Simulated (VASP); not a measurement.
# SrCl2 (R-3m) in VASP: notebook

Aim: see how the results for SrCl2 move with the level of theory and the settings. Levels: PBEsol, PBE, r2SCAN. Tasks: single point.

All numbers are computed with VASP 6.6.1; they aren't measurements. Logs are shortened: lines on timing, memory, paths and dates and some standing lists are left out, and cuts for length are marked.

**1. The cell of the first run**

The typed cell holds 3 atoms: a = 4.916 Å, b = 4.916 Å, c = 4.916 Å, α = 59.96°, β = 59.96°, γ = 59.96°.

**2. Single point, PBEsol**

INCAR reads:

```
SYSTEM = SrCl2
PREC = Accurate ; ENCUT = 520
EDIFF = 1E-6 ; ISMEAR = 0
SIGMA = 0.01 ; LREAL = .FALSE.
LASPH = .TRUE. ; NELM = 100
ALGO = Normal ; ISIF = 2
LWAVE = .FALSE. ; LCHARG = .FALSE.
GGA = PS ; NBANDS = 19
```

KPOINTS reads:

```
Automatic mesh
0
G
  4 4 4
  0 0 0
```

POSCAR reads:

```
SrCl2
1.0
    2.4567214715      1.4183888029      4.0153159770
   -2.4567214715      1.4183888029      4.0153159770
    0.0000000000     -2.8367776058      4.0153159770
Sr Cl
1 2
Direct
    0.0000000000      0.0000000000      0.0000000000
    0.2499511369      0.2499511369      0.2499511369
    0.7500488631      0.7500488631      0.7500488631
```

Potentials or basis: VASP PAW PBE potentials, release 64 (Sr_sv, Cl).

The run is started by

```sh
> cat potpaw_PBE.64/Sr_sv/POTCAR potpaw_PBE.64/Cl/POTCAR > POTCAR
> mpirun -np 1 vasp_std > vasp.out
```

OUTCAR:

```text
SYSTEM = SrCl2
   PREC = Accurate
   ENCUT = 520
   EDIFF = 1E-6
   ISMEAR = 0
   LREAL = .FALSE.
   LASPH = .TRUE.
   NELM = 100
   ISIF = 2
   GGA = PS

 ion  position               nearest neighbor table
   1  0.000  0.000  0.000-   3 3.01   3 3.01   2 3.01   2 3.01   3 3.01   2 3.01   3 3.01   2 3.01

   2  0.250  0.250  0.250-   1 3.01   1 3.01   1 3.01   1 3.01
   3  0.750  0.750  0.750-   1 3.01   1 3.01   1 3.01   1 3.01

  LATTYP: Found a trigonal (rhomboedric) cell.
 ALAT       =     4.9163064978
 COS(alpha) =     0.5005822910

  Lattice vectors:

 A1 = (   2.4567214715,   1.4183888029,   4.0153159770)
 A2 = (  -2.4567214715,   1.4183888029,   4.0153159770)
 A3 = (   0.0000000000,  -2.8367776058,   4.0153159770)

Analysis of symmetry for initial positions (statically):
=====================================================================
 Subroutine PRICEL returns:
 Original cell was already a primitive cell.

 Routine SETGRP: Setting up the symmetry group for a
 trigonal (rhombohedral) supercell.

 Subroutine GETGRP returns: Found 12 space group operations
 (whereof 12 operations were pure point group operations)
 out of a pool of 12 trial point group operations.

The static configuration has the point symmetry D_3d.

Analysis of symmetry for dynamics (positions and initial velocities):
=====================================================================
 Subroutine PRICEL returns:
 Original cell was already a primitive cell.

 Routine SETGRP: Setting up the symmetry group for a
 trigonal (rhombohedral) supercell.

 Subroutine GETGRP returns: Found 12 space group operations
 (whereof 12 operations were pure point group operations)
 out of a pool of 12 trial point group operations.

The dynamic configuration has the point symmetry D_3d.

 Subroutine INISYM returns: Found 12 space group operations
 (whereof 12 operations are pure point group operations),
 and found     1 'primitive' translations

----------------------------------------------------------------------------------------

                                     Primitive cell

  volume of cell :      83.9503

  direct lattice vectors                    reciprocal lattice vectors
     2.456721471  1.418388803  4.015315977     0.203523275  0.117504218  0.083015468
    -2.456721471  1.418388803  4.015315977    -0.203523275  0.117504218  0.083015468
     0.000000000 -2.836777606  4.015315977     0.000000000 -0.235008435  0.083015468

  length of vectors
     4.916306498  4.916306498  4.916306498     0.249239910  0.249239910  0.249239910

[... 70 lines left out ...]
   EDIFF  = 0.1E-05   stopping-criterion for ELM
   LREAL  =      F    real-space projection
   EDIFFG = 0.1E-04   stopping-criterion for IOM
   NSW    =      0    number of steps for IOM
   IBRION =     -1    ionic relax: 0-MD 1-quasi-New 2-CG
   NFREE  =      0    steps in history (QN), initial steepest desc. (CG)
   ISIF   =      2    stress and relaxation
   ISYM   =      2    0-nonsym 1-usesym 2-fastsym
   POTIM  = 0.5000    time-step for ionic-motion
   TEBEG  =    0.0;   TEEND  =   0.0 temperature during run
   PSTRESS=    0.0 pullay stress
   NELECT =      24.0000    total number of electrons
   NUPDOWN=      -1.0000    fix difference up-down
   EMIN   =  10.00;   EMAX   =-10.00  energy-range for DOS
   EFERMI =   0.00;   METHOD = LEGACY
   ISMEAR =     0;   SIGMA  =   0.01  broadening in eV -4-tet -1-fermi 0-gaus
   EFERMI_NEDOS =   21; number of points for ismear=-14 and -15
   IALGO  =     38    algorithm
   IMIX   =      4    mixing-type and parameters
     AMIX     =   0.40;   BMIX     =  1.00
     AMIX_MAG =   1.60;   BMIX_MAG =  1.00
  volume/ion in A,a.u.               =      27.98       188.84
  Fermi-wavevector in a.u.,A,eV,Ry     =   1.078461  2.037996 15.824644  1.163079
  Thomas-Fermi vector in A             =   2.214400
   LORBIT       =      0    0 simple, 1 ext, 2 COOP (PROOUT), +10 PAW based schemes
   GGA     = PS    functional components
   LHFCALC =     F    Hartree Fock is set to
   AEXX    =    0.0000 exact exchange contribution
   IVDW    =     0    specifies the selected vdW correction
   LEPSILON=     F    determine dielectric tensor
   LRPA    =     F    only Hartree local field effects (RPA)
 non-spin polarized calculation
 Gauss-broadening in eV      SIGMA  =   0.01
  energy-cutoff  :      520.00
  volume of cell :       83.95
 maximum number of plane-waves:      2276
 NGX is ok and might be reduce to    40
   NGX = 19   NGY = 19   NGZ = 19

 number of electron      24.0000003 magnetization

 Free energy of the ion-electron system (eV)
  ---------------------------------------------------
  ext. energy  EPLUGINS =         0.00000000
  ---------------------------------------------------
  free energy    TOTEN  =       -13.34092727 eV

  energy without entropy =      -13.34092727  energy(sigma->0) =      -13.34092727

 E-fermi :   0.2291     XC(G=0):  -8.5409

 val. band max:        0.1575848061   @ k =   0.5000   0.5000   0.0000
 cond. band min:       5.3316362609   @ k =   0.0000   0.0000   0.0000
 fundamental gap:      5.1740514547
 Fermi energy:         0.2291234173

 k-point     1 :       0.0000    0.0000    0.0000
  band No.  band energies     occupation
      1     -32.6071      2.00000
      2     -14.6286      2.00000
      3     -14.6286      2.00000
      4     -14.6286      2.00000
      5     -13.1747      2.00000
      6     -12.2834      2.00000
[... 263 lines left out ...]
      6     -12.3379      2.00000
[... 11 lines left out ...]
     18       8.7701      0.00000
     19       8.8464      0.00000

------------------------ aborting loop because EDIFF is reached ----------------------------------------

  FORCE on cell =-STRESS in cart. coord.  units (eV):
  Direction    XX          YY          ZZ          XY          YZ          ZX
  --------------------------------------------------------------------------------------
  -------------------------------------------------------------------------------------
  Total       -0.2856320     -0.2856320     -0.2946389      0.0000000     -0.0000000      0.0000000
  in kB       -5.4512397     -5.4512397     -5.6231341      0.0000000     -0.0000000      0.0000000
  external PRESSURE =      -5.5085378 kB  Pullay stress =       0.0000000 kB

 VOLUME and BASIS-vectors are now :
 -----------------------------------------------------------------------------
  energy-cutoff  :      520.00
  volume of cell :       83.95
      direct lattice vectors                 reciprocal lattice vectors
     2.456721471  1.418388803  4.015315977     0.203523275  0.117504218  0.083015468
    -2.456721471  1.418388803  4.015315977    -0.203523275  0.117504218  0.083015468
     0.000000000 -2.836777606  4.015315977     0.000000000 -0.235008435  0.083015468

 POSITION                                       TOTAL-FORCE (eV/Angst)
 -----------------------------------------------------------------------------------
      0.00000      0.00000      0.00000         0.000000     -0.000000      0.000000
      0.00000      0.00000      3.01090         0.000000      0.000000     -0.000001
      0.00000      0.00000      9.03505         0.000000     -0.000000      0.000001
 -----------------------------------------------------------------------------------
    total drift:                               -0.000000     -0.000000      0.000000

  FREE ENERGIE OF THE ION-ELECTRON SYSTEM (eV)
  ---------------------------------------------------
  free  energy   TOTEN  =       -13.3409272737 eV

  energy  without entropy=      -13.3409272737  energy(sigma->0) =      -13.34092727
```

OSZICAR:

```text
N       E                     dE             d eps       ncg     rms          rms(c)
DAV:   1     0.138698151589E+03    0.13870E+03   -0.11440E+04   494   0.113E+03
DAV:   2    -0.474392295960E+01   -0.14344E+03   -0.14085E+03   662   0.220E+02
DAV:   3    -0.133107728299E+02   -0.85668E+01   -0.85445E+01   633   0.540E+01
DAV:   4    -0.135596608231E+02   -0.24889E+00   -0.24848E+00   806   0.790E+00
DAV:   5    -0.135623112501E+02   -0.26504E-02   -0.26499E-02   650   0.835E-01    0.142E+01
DAV:   6    -0.133321695601E+02    0.23014E+00   -0.44412E-01   551   0.373E+00    0.890E+00
DAV:   7    -0.133360047710E+02   -0.38352E-02   -0.29074E-01   666   0.329E+00    0.163E+00
DAV:   8    -0.133382260330E+02   -0.22213E-02   -0.46496E-02   559   0.115E+00    0.358E-01
DAV:   9    -0.133394016889E+02   -0.11757E-02   -0.15807E-03   600   0.240E-01    0.127E-01
DAV:  10    -0.133407241110E+02   -0.13224E-02   -0.89688E-04   536   0.150E-01    0.324E-02
DAV:  11    -0.133408931998E+02   -0.16909E-03   -0.12611E-04   615   0.516E-02    0.353E-02
DAV:  12    -0.133409266799E+02   -0.33480E-04   -0.45012E-05   536   0.288E-02    0.791E-03
DAV:  13    -0.133409272737E+02   -0.59381E-06   -0.84868E-07   585   0.503E-03
   1 F= -.13340927E+02 E0= -.13340927E+02  d E =-.157095E-25
```

It took 26 s on 1 thread of AMD EPYC 7R13 (Zen 3), shared host; peak memory 0.2 GiB.

Results:

```yaml
Free_energy: -13.3409 eV
Pressure: -0.6 GPa
Band_gap_on_the_k_mesh: 5.17 eV (least direct gap 5.35 eV)
```

Caveat: the PAW data sets were made with another functional, which shifts forces and pressure a little. A k mesh can miss the band edges.

(Part 1 of 2 ends here.)
